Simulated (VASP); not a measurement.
# Zr3S2 (C2/m) in VASP: further runs

Runs on Zr3S2. Level: PBE. Tasks: relaxation of cell and atoms, single point.

Program: VASP 6.6.1. These are calculated values, not measurements. Logs are shortened: lines on timing, memory, paths and dates and some standing lists are left out, and cuts for length are marked.

## Step 1: The cell of the first run

The structure is monoclinic, space group C2/m (No. 12). Conventional cell: a = 11.266 Å, b = 5.166 Å, c = 3.495 Å, α = 90.00°, β = 107.80°, γ = 90.00°. Within 3.6 Å of Zr (site symmetry m) lie 4 S at 2.56 to 2.60 Å and 7 Zr at 3.22 to 3.52 Å. Within 3.6 Å of Zr (site symmetry 2/m) lie 4 S at 2.57 Å and 10 Zr at 3.49 to 3.52 Å. S (site symmetry m) has 6 Zr at 2.56 to 2.60 Å and 6 S at 3.49 to 3.52 Å within 3.6 Å.

The cell was built from a structure type or drawn by symmetry, and may not be a known phase.

## Step 2: Relaxation of cell and atoms, PBE

The input, INCAR:

```
ALGO = Normal
EDIFF = 1E-6
EDIFFG = -0.04
ENCUT = 600
GGA = PE
IBRION = 2
ISIF = 3
ISMEAR = 0
LASPH = True
LCHARG = False
LREAL = False
LWAVE = False
NELM = 60
NSW = 90
PREC = Accurate
SIGMA = 0.1
```

The input, KPOINTS:

```
k-points
0
Gamma
  4 4 6
```

The input, POSCAR:

```
Zr3S2
1.0
    5.6329444303     -2.5831277094      0.0000000000
    5.6329444303      2.5831277094      0.0000000000
   -1.0682397167      0.0000000000      3.3280021082
Zr S
3 2
Direct
    0.1499252907      0.1499252907      0.6558043849
    0.5000000000      0.5000000000      0.0000000000
    0.8500747093      0.8500747093      0.3441956151
    0.6758299476      0.6758299476      0.6727775350
    0.3241700524      0.3241700524      0.3272224650
```

Potentials or basis: VASP PAW PBE potentials, release 64 (Zr_sv, S).

Launch:

```console
$ cat potpaw_PBE.64/Zr_sv/POTCAR potpaw_PBE.64/S/POTCAR > POTCAR
$ mpirun -np 1 vasp_std > vasp.out
```

OUTCAR:

```text
EDIFF = 1E-6
   EDIFFG = -0.04
   ENCUT = 600
   GGA = PE
   IBRION = 2
   ISIF = 3
   ISMEAR = 0
   LASPH = True
   LREAL = False
   NELM = 60
   NSW = 90
   PREC = Accurate

 ion  position               nearest neighbor table
   1  0.150  0.150  0.656-   5 2.56   5 2.56   4 2.60   4 2.60   3 3.22   2 3.49   2 3.49   2 3.52
                             2 3.52   2 3.76   3 3.77   3 3.77   3 3.80   3 3.80
   2  0.500  0.500  0.000-   4 2.57   5 2.57   5 2.57   4 2.57   1 3.49   1 3.49   3 3.49   3 3.49
                             1 3.52   3 3.52   1 3.52   3 3.52   3 3.76   1 3.76
   3  0.850  0.850  0.344-   4 2.56   4 2.56   5 2.60   5 2.60   1 3.22   2 3.49   2 3.49   2 3.52
                             2 3.52   2 3.76   1 3.77   1 3.77   1 3.80   1 3.80
   4  0.676  0.676  0.673-   3 2.56   3 2.56   2 2.57   2 2.57   1 2.60   1 2.60
   5  0.324  0.324  0.327-   1 2.56   1 2.56   2 2.57   2 2.57   3 2.60   3 2.60

  LATTYP: Found a base centered monoclinic cell.
 ALAT       =    11.2658888606
 B/A-ratio  =     0.4585750386
 C/A-ratio  =     0.3102502203
 COS(beta)  =    -0.3056266067

  Lattice vectors:

 A1 = (   5.6329444303,  -2.5831277094,   0.0000000000)
 A2 = (   5.6329444303,   2.5831277094,   0.0000000000)
 A3 = (  -1.0682397167,   0.0000000000,   3.3280021082)

Analysis of symmetry for initial positions (statically):
=====================================================================
 Subroutine PRICEL returns:
 Original cell was already a primitive cell.

 Routine SETGRP: Setting up the symmetry group for a
 base centered monoclinic supercell.

 Subroutine GETGRP returns: Found  4 space group operations
 (whereof  4 operations were pure point group operations)
 out of a pool of  4 trial point group operations.

The static configuration has the point symmetry C_2h.

Analysis of symmetry for dynamics (positions and initial velocities):
=====================================================================
 Subroutine PRICEL returns:
 Original cell was already a primitive cell.

 Routine SETGRP: Setting up the symmetry group for a
 base centered monoclinic supercell.

 Subroutine GETGRP returns: Found  4 space group operations
 (whereof  4 operations were pure point group operations)
 out of a pool of  4 trial point group operations.

The dynamic configuration has the point symmetry C_2h.

 Subroutine INISYM returns: Found  4 space group operations
 (whereof  4 operations are pure point group operations),
 and found     1 'primitive' translations

----------------------------------------------------------------------------------------

                                     Primitive cell

  volume of cell :      96.8490

  direct lattice vectors                    reciprocal lattice vectors
     5.632944430 -2.583127709  0.000000000     0.088763524 -0.193563794  0.028491785
     5.632944430  2.583127709  0.000000000     0.088763524  0.193563794  0.028491785
    -1.068239717  0.000000000  3.328002108     0.000000000  0.000000000  0.300480579

  length of vectors
     6.196984082  6.196984082  3.495244501     0.214843402  0.214843402  0.300480579

  position of ions in fractional coordinates (direct lattice)
     0.149925291  0.149925291  0.655804385
     0.500000000  0.500000000  0.000000000
     0.850074709  0.850074709  0.344195615
     0.675829948  0.675829948  0.672777535
     0.324170052  0.324170052  0.327222465

  ion indices of the primitive-cell ions
   primitive index   ion index
                 1           1
                 2           2
                 3           3
                 4           4
                 5           5

----------------------------------------------------------------------------------------

 KPOINTS: k-points

Automatic generation of k-mesh.
 Grid dimensions read from file:
 generate k-points for:    4    4    6

 Generating k-lattice:

  Cartesian coordinates                     Fractional coordinates (reciprocal lattice)
     0.022190881 -0.048390949  0.007122946     0.250000000 -0.000000000 -0.000000000
     0.022190881  0.048390949  0.007122946    -0.000000000  0.250000000 -0.000000000
     0.000000000  0.000000000  0.050080096     0.000000000  0.000000000  0.166666667

  Length of vectors
     0.053710851  0.053710851  0.050080096

  Shift w.r.t. Gamma in fractional coordinates (k-lattice)
     0.000000000  0.000000000  0.000000000

 Subroutine IBZKPT returns following result:
 ===========================================

 Found     34 irreducible k-points:

 Following reciprocal coordinates:
            Coordinates               Weight
  0.000000  0.000000  0.000000      1.000000
  0.250000 -0.000000 -0.000000      4.000000
  0.500000 -0.000000 -0.000000      2.000000
  0.250000  0.250000 -0.000000      2.000000
  0.500000  0.250000  0.000000      4.000000
 -0.250000  0.250000  0.000000      2.000000
[... 16 lines left out ...]
  0.500000  0.250000  0.333333      4.000000
 -0.250000  0.250000  0.333333      4.000000
 [... further k-points ...]
   k-points           NKPTS =     34   k-points in BZ     NKDIM =     34   number of bands    NBANDS=     28
   number of dos      NEDOS =    301   number of ions     NIONS =      5
   total plane-waves  NPLWV =  70000
   dimension x,y,z NGX =    50 NGY =   50 NGZ =   28
   dimension x,y,z NGXF=   100 NGYF=  100 NGZF=   56
   ions per type =               3   2
   NGX,Y,Z   is equivalent  to a cutoff of  13.41, 13.41, 13.32 a.u.
   NGXF,Y,Z  is equivalent  to a cutoff of  26.83, 26.83, 26.64 a.u.
 SYSTEM =  unknown system
   PREC   = accura    normal or accurate (medium, high low for compatibility)
   ISTART =      0    job   : 0-new  1-cont  2-samecut
   ICHARG =      2    charge: 1-file 2-atom 10-const
   ISPIN  =      1    spin polarized calculation?
   LNONCOLLINEAR =      F non collinear calculations
   LSORBIT =      F    spin-orbit coupling
   LASPH  =      T    aspherical Exc in radial PAW
   ENCUT  =  600.0 eV  44.10 Ry    6.64 a.u.  12.38 12.38  6.98*2*pi/ulx,y,z
   NELM   =     60;   NELMIN=  2; NELMDL= -5     # of ELM steps
   EDIFF  = 0.1E-05   stopping-criterion for ELM
   LREAL  =      F    real-space projection
   EDIFFG = -.4E-01   stopping-criterion for IOM
   NSW    =     90    number of steps for IOM
   IBRION =      2    ionic relax: 0-MD 1-quasi-New 2-CG
   NFREE  =      1    steps in history (QN), initial steepest desc. (CG)
   ISIF   =      3    stress and relaxation
   ISYM   =      2    0-nonsym 1-usesym 2-fastsym
   POTIM  = 0.5000    time-step for ionic-motion
   TEBEG  =    0.0;   TEEND  =   0.0 temperature during run
   PSTRESS=    0.0 pullay stress
   NELECT =      48.0000    total number of electrons
   NUPDOWN=      -1.0000    fix difference up-down
   EMIN   =  10.00;   EMAX   =-10.00  energy-range for DOS
   EFERMI =   0.00;   METHOD = LEGACY
   ISMEAR =     0;   SIGMA  =   0.10  broadening in eV -4-tet -1-fermi 0-gaus
   EFERMI_NEDOS =   21; number of points for ismear=-14 and -15
   IALGO  =     38    algorithm
   IMIX   =      4    mixing-type and parameters
     AMIX     =   0.40;   BMIX     =  1.00
     AMIX_MAG =   1.60;   BMIX_MAG =  1.00
  volume/ion in A,a.u.               =      19.37       130.71
  Fermi-wavevector in a.u.,A,eV,Ry     =   1.295558  2.448250 22.836986  1.678471
  Thomas-Fermi vector in A             =   2.427070
   LORBIT       =      0    0 simple, 1 ext, 2 COOP (PROOUT), +10 PAW based schemes
   GGA     = PE    functional components
   LHFCALC =     F    Hartree Fock is set to
   AEXX    =    0.0000 exact exchange contribution
   IVDW    =     0    specifies the selected vdW correction
   LEPSILON=     F    determine dielectric tensor
   LRPA    =     F    only Hartree local field effects (RPA)
 conjugate gradient relaxation of ions
 non-spin polarized calculation
 Gauss-broadening in eV      SIGMA  =   0.10
  energy-cutoff  :      600.00
  volume of cell :       96.85
 maximum number of plane-waves:      3254
 NGX is ok and might be reduce to    50
   NGX = 25   NGY = 25   NGZ = 13

--------------------------------------- Ionic step        1  -------------------------------------------

 number of electron      48.0000000 magnetization

 Free energy of the ion-electron system (eV)
  ---------------------------------------------------
  ext. energy  EPLUGINS =         0.00000000
  ---------------------------------------------------
  free energy    TOTEN  =       -39.69144496 eV

  energy without entropy =      -39.67861739  energy(sigma->0) =      -39.68503118

------------------------ aborting loop because EDIFF is reached ----------------------------------------

  FORCE on cell =-STRESS in cart. coord.  units (eV):
  Direction    XX          YY          ZZ          XY          YZ          ZX
  --------------------------------------------------------------------------------------
  -------------------------------------------------------------------------------------
  Total        0.1900925      0.1441429      0.0919066      0.0000000      0.0000000     -0.0626155
  in kB        3.1447094      2.3845642      1.5204161      0.0000000      0.0000000     -1.0358512
  external PRESSURE =       2.3498965 kB  Pullay stress =       0.0000000 kB
[... 98 lines left out ...]
  FREE ENERGIE OF THE ION-ELECTRON SYSTEM (eV)
  ---------------------------------------------------
  free  energy   TOTEN  =       -39.6930896896 eV

  energy  without entropy=      -39.6801095338  energy(sigma->0) =      -39.68659961

[... ionic steps 4 to 9 ...]

--------------------------------------- Ionic step       10  -------------------------------------------

 number of electron      48.0000000 magnetization

------------------------ aborting loop because EDIFF is reached ----------------------------------------
[... 73 lines left out ...]
--------------------------------------- Ionic step       12  -------------------------------------------

 number of electron      48.0000000 magnetization

 Free energy of the ion-electron system (eV)
  ---------------------------------------------------
  ext. energy  EPLUGINS =         0.00000000
  ---------------------------------------------------
  free energy    TOTEN  =       -39.69759640 eV

  energy without entropy =      -39.68665030  energy(sigma->0) =      -39.69212335

 E-fermi :   9.7344     XC(G=0): -11.2107

 val. band max:        9.7179642466   @ k =   0.0000   0.0000   0.3333
 cond. band min:       9.7348355507   @ k =   0.0000   0.0000   0.0000
 fundamental gap:      0.0168713041
 Fermi energy:         9.7343883539

 k-point     1 :       0.0000    0.0000    0.0000
  band No.  band energies     occupation
      1     -39.6383      2.00000
      2     -39.5968      2.00000
      3     -39.4830      2.00000
      4     -17.8639      2.00000
      5     -17.8254      2.00000
      6     -17.8116      2.00000
[... 733 lines left out ...]
     27      11.1885      0.00000
     28      11.5426      0.00000

 [... further k-points ...]

------------------------ aborting loop because EDIFF is reached ----------------------------------------

  FORCE on cell =-STRESS in cart. coord.  units (eV):
  Direction    XX          YY          ZZ          XY          YZ          ZX
  --------------------------------------------------------------------------------------
  -------------------------------------------------------------------------------------
  Total       -0.0459711      0.0090699      0.0585302      0.0000000      0.0000000     -0.0521311
  in kB       -0.7614778      0.1502357      0.9695112      0.0000000      0.0000000     -0.8635136
  external PRESSURE =       0.1194230 kB  Pullay stress =       0.0000000 kB
[... 20 lines left out ...]
  FREE ENERGIE OF THE ION-ELECTRON SYSTEM (eV)
  ---------------------------------------------------
  free  energy   TOTEN  =       -39.6975963959 eV

  energy  without entropy=      -39.6866502971  energy(sigma->0) =      -39.69212335

 reached required accuracy - stopping structural energy minimisation
```

It took 7.5 min on 1 thread of Intel Xeon 6975P-C (Granite Rapids), shared host; peak memory 0.31 GiB.

Results:

```
Free energy                           : -39.6976 eV
Relaxed volume                        : 19.34 Å³/atom
Relaxed cell                          : a = 6.255 Å, b = 6.255 Å, c = 3.444 Å, α = 105.78°, β = 105.78°, γ = 48.78°
Space group after relaxing (to 0.1 Å) : Immm (No. 71)
Energy gained by relaxing             : 1.2 meV/atom
Ionic steps                           : 12
Pressure after relaxing               : 0.0 GPa
Largest force after relaxing          : 0.033 eV/Å
Band gap on the k mesh                : zero (bands 24 and 25 overlap by 0.28 eV)
```

Forces on the atoms (eV/Å):
```
Zr  -0.004  0.000 -0.004
Zr   0.000  0.000  0.000
Zr   0.004  0.000  0.004
S    0.032  0.000  0.009
S   -0.032  0.000 -0.009
```

The path:
```tsv
step	energy change (eV)	largest force (eV/Å)	pressure (GPa)	volume (Å³)
1	0.0000	0.1302	0.23	96.85
2	-0.0016	0.0511	-0.31	97.25
3	-0.0016	0.0538	-0.31	97.23
4	-0.0023	0.0539	0.13	96.88
5	-0.0023	0.0481	0.11	96.92
6	-0.0029	0.0544	0.06	96.91
7	-0.0044	0.0731	-0.04	96.91
8	-0.0040	0.1061	-0.20	96.88
9	-0.0049	0.0866	-0.10	96.90
10	-0.0054	0.0757	-0.07	96.84
11	-0.0060	0.0437	0.05	96.69
12	-0.0062	0.0332	0.01	96.72
```

Final structure:
```cif
data_structure
_symmetry_space_group_name_H-M 'P 1'
_symmetry_Int_Tables_number 1
_cell_length_a 6.2547
_cell_length_b 6.2547
_cell_length_c 3.4441
_cell_angle_alpha 105.776
_cell_angle_beta 105.776
_cell_angle_gamma 48.779
_cell_volume 96.72
loop_
_atom_site_label
_atom_site_type_symbol
_atom_site_fract_x
_atom_site_fract_y
_atom_site_fract_z
_atom_site_occupancy
Zr1 Zr 0.14557 0.14557 0.65176 1
Zr2 Zr 0.50000 0.50000 0.00000 1
Zr3 Zr 0.85443 0.85443 0.34824 1
S1 S 0.67639 0.67639 0.67369 1
S2 S 0.32361 0.32361 0.32631 1
```

## Step 3: Single point, PBE

The input, INCAR:

```
SYSTEM = Zr3S2
PREC = Accurate ; ENCUT = 520
EDIFF = 1E-7 ; ISMEAR = 0
SIGMA = 0.1 ; LREAL = .False.
LASPH = .True. ; NELM = 100
ALGO = Normal ; ISIF = 2
LWAVE = .False. ; LCHARG = .True.
GGA = PE ; LELF = .True.
LVHAR = .True. ; NBANDS = 32
```

The input, KPOINTS:

```
Automatic mesh
0
Gamma
  8 8 12
  0 0 0
```

The input, POSCAR:

```
Zr3S2
1.0
    5.5993069869     -2.5859534005     -0.0210618233
    5.5993069869      2.5859534005     -0.0210618233
   -1.0752596330      0.0000000000      3.3528722700
Zr S
3 2
Direct
    0.1509866785      0.1509866785      0.6586734867
    0.5000000000      0.5000000000      0.0000000000
    0.8490133215      0.8490133215      0.3413265133
    0.6752926264      0.6752926264      0.6715290966
    0.3247073736      0.3247073736      0.3284709034
```

Potentials or basis: VASP PAW PBE potentials, release 64 (Zr_sv, S).

Launch:

```console
$ cat potpaw_PBE.64/Zr_sv/POTCAR potpaw_PBE.64/S/POTCAR > POTCAR
$ mpirun -np 1 vasp_std > vasp.out
```

OUTCAR:

```text
SYSTEM = Zr3S2
   PREC = Accurate
   ENCUT = 520
   EDIFF = 1E-7
   ISMEAR = 0
   LREAL = .False.
   LASPH = .True.
   NELM = 100
   ISIF = 2
   GGA = PE

 ion  position               nearest neighbor table
   1  0.151  0.151  0.659-   5 2.55   5 2.56   4 2.60   4 2.60   3 3.22   2 3.50   2 3.50   2 3.54
                             2 3.54   2 3.72   3 3.75   3 3.75   3 3.79   3 3.79
   2  0.500  0.500  0.000-   4 2.56   5 2.56   5 2.57   4 2.57   1 3.50   1 3.50   3 3.50   3 3.50
                             1 3.54   3 3.54   1 3.54   3 3.54   3 3.72   1 3.72
   3  0.849  0.849  0.341-   4 2.55   4 2.56   5 2.60   5 2.60   1 3.22   2 3.50   2 3.50   2 3.54
                             2 3.54   2 3.72   1 3.75   1 3.75   1 3.79   1 3.79
   4  0.675  0.675  0.672-   3 2.55   3 2.56   2 2.56   2 2.57   1 2.60   1 2.60
   5  0.325  0.325  0.328-   1 2.55   1 2.56   2 2.56   2 2.57   3 2.60   3 2.60

  LATTYP: Found a base centered monoclinic cell.
 ALAT       =    11.1986931977
 B/A-ratio  =     0.4618312789
 C/A-ratio  =     0.3144179586
 COS(beta)  =    -0.3089582727

  Lattice vectors:

 A1 = (   5.5993069869,  -2.5859534005,  -0.0210618233)
 A2 = (   5.5993069869,   2.5859534005,  -0.0210618233)
 A3 = (  -1.0752596330,   0.0000000000,   3.3528722700)

Analysis of symmetry for initial positions (statically):
[... 177 lines left out ...]

  energy without entropy =      -39.70404151  energy(sigma->0) =      -39.70967937

 E-fermi :   9.7583     XC(G=0): -11.1879

 val. band max:        9.7473621191   @ k =  -0.3750  -0.3750   0.3333
 cond. band min:       9.7690782110   @ k =   0.3750   0.2500   0.5000
 fundamental gap:      0.0217160919
 Fermi energy:         9.7582687468

 k-point     1 :       0.0000    0.0000    0.0000
  band No.  band energies     occupation
      1     -39.6626      2.00000
      2     -39.6219      2.00000
      3     -39.5286      2.00000
      4     -17.8795      2.00000
      5     -17.8593      2.00000
      6     -17.8585      2.00000
[... 829 lines left out ...]
     31      12.4033      0.00000
     32      12.6103      0.00000

 [... further k-points ...]
[... 5 lines left out ...]
  --------------------------------------------------------------------------------------
  -------------------------------------------------------------------------------------
  Total        0.0170734      0.0066012      0.0222877      0.0000000      0.0000000      0.0171804
  in kB        0.2820676      0.1090576      0.3682120      0.0000000      0.0000000      0.2838351
  external PRESSURE =       0.2531124 kB  Pullay stress =       0.0000000 kB

 VOLUME and BASIS-vectors are now :
 -----------------------------------------------------------------------------
  energy-cutoff  :      520.00
  volume of cell :       96.98
      direct lattice vectors                 reciprocal lattice vectors
     5.599306987 -2.585953401 -0.021061823     0.089404614 -0.193352285  0.028671886
     5.599306987  2.585953401 -0.021061823     0.089404614  0.193352285  0.028671886
    -1.075259633  0.000000000  3.352872270     0.001123230  0.000000000  0.298611961

 POSITION                                       TOTAL-FORCE (eV/Angst)
 -----------------------------------------------------------------------------------
      0.98260      0.00000      2.20209        -0.008727      0.000000     -0.003291
      5.59931      0.00000     -0.02106        -0.000000      0.000000      0.000000
      9.14076      0.00000      1.10866         0.008727      0.000000      0.003291
      6.84027      0.00000      2.22311        -0.000038      0.000000      0.000565
      3.28308      0.00000      1.08764         0.000038      0.000000     -0.000565
 -----------------------------------------------------------------------------------
    total drift:                               -0.000000     -0.000000      0.000000

  FREE ENERGIE OF THE ION-ELECTRON SYSTEM (eV)
  ---------------------------------------------------
  free  energy   TOTEN  =       -39.7153172428 eV

  energy  without entropy=      -39.7040415061  energy(sigma->0) =      -39.70967937
```

stdout:

```text
POSCAR found type information on POSCAR ZrS
 POSCAR found :  2 types and       5 ions
 scaLAPACK will be used
 LDA part: xc-table for (Slater+PW92), standard interpolation
 POSCAR, INCAR and KPOINTS ok, starting setup
 FFT: planning ... GRIDC
 FFT: planning ... GRID_SOFT
 FFT: planning ... GRID
 WAVECAR not read
 entering main loop
```

Run time: 11 min. Hardware: 1 thread of Intel Xeon Platinum 8488C (Sapphire Rapids), shared host; peak memory 0.64 GiB.

Results:

| Property | Result |
| --- | --- |
| Free energy | -39.7153 eV |
| Pressure | 0.0 GPa |
| Largest force | 0.009 eV/Å |
| Band gap on the k mesh | zero (bands 24 and 25 overlap by 0.66 eV) |

Forces in eV/Å, atoms in the order of the input:
```
Zr  -0.009  0.000 -0.003
Zr   0.000  0.000  0.000
Zr   0.009  0.000  0.003
S    0.000  0.000  0.001
S    0.000  0.000 -0.001
```

Levels at points of the mesh, in eV from the Fermi level:
```
           k point  band 22  band 23  band 24  band 25  band 26  band 27
(0.00, 0.00, 0.00)    -0.71    -0.39    -0.32    -0.22     0.11     0.14
(0.50, 0.00, 0.00)    -1.25    -0.76    -0.54     0.29     0.59     1.60
(0.50, 0.50, 0.00)    -1.83    -1.22     0.33     0.44     0.57     0.84
(0.00, 0.00, 0.50)    -1.63    -0.95    -0.49     0.40     1.49     1.77
(0.50, 0.00, 0.50)    -0.98    -0.58    -0.04     0.94     1.05     1.70
(0.50, 0.50, 0.50)    -1.64    -1.10    -0.41     0.31     1.52     1.75
```
